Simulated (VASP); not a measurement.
Input of a VASP 6.6.1 run:

File INCAR:

```
SYSTEM = EuS2
PREC = Accurate
ENCUT = 520
EDIFF = 1E-6
ISMEAR = 0
SIGMA = 0.05
LREAL = .False.
LASPH = .True.
NELM = 150
ALGO = Normal
ISIF = 2
LWAVE = .False.
LCHARG = .False.
ISPIN = 2
MAGMOM = 6 0 0
LORBIT = 11
LMAXMIX = 6
LDAU = .True.
LDAUTYPE = 2
LDAUL = 3 -1
LDAUU = 6 0
LDAUJ = 0 0
LDAUPRINT = 1
GGA = PE
NBANDS = 26
```

Contents of KPOINTS:

```
Automatic mesh
0
Gamma
  4 4 4
  0 0 0
```

File POSCAR:

```
EuS2
1.0
    0.0000000000      3.3298180254      3.3298180254
    3.3298180254      0.0000000000      3.3298180254
    3.3298180254      3.3298180254      0.0000000000
Eu S
1 2
Direct
    0.0000000000      0.0000000000      0.0000000000
    0.2500000000      0.2500000000      0.2500000000
    0.7500000000      0.7500000000      0.7500000000
```

Potentials or basis: VASP PAW PBE potentials, release 64 (Eu, S).

The run is started by

```console
$ cat potpaw_PBE.64/Eu/POTCAR potpaw_PBE.64/S/POTCAR > POTCAR
$ mpirun -np 1 vasp_std > vasp.out
```

Q: Predict the pressure.

A: -0.2 GPa.

Q: What does it give for the site moments?

A: Eu +6.13; S -0.06 μB.

Q: Predict the net moment.

A: 6.16 μB per cell.

Eigenvalues of the final occupation matrices:
```
    site  spin  trace                         eigenvalues
site 1 f     1   6.22  0.27 0.99 0.99 0.99 0.99 0.99 0.99
site 1 f     2   0.03  0.00 0.00 0.00 0.00 0.00 0.00 0.01
```

Caveat: the k points lie up to 0.41 Å⁻¹ apart; spin-orbit coupling is left out, which moves the levels of the heavy elements; a cell with one magnetic atom can't hold antiferromagnetic order, which such compounds often take. The state reached can hang on the start; a lower one may exist.
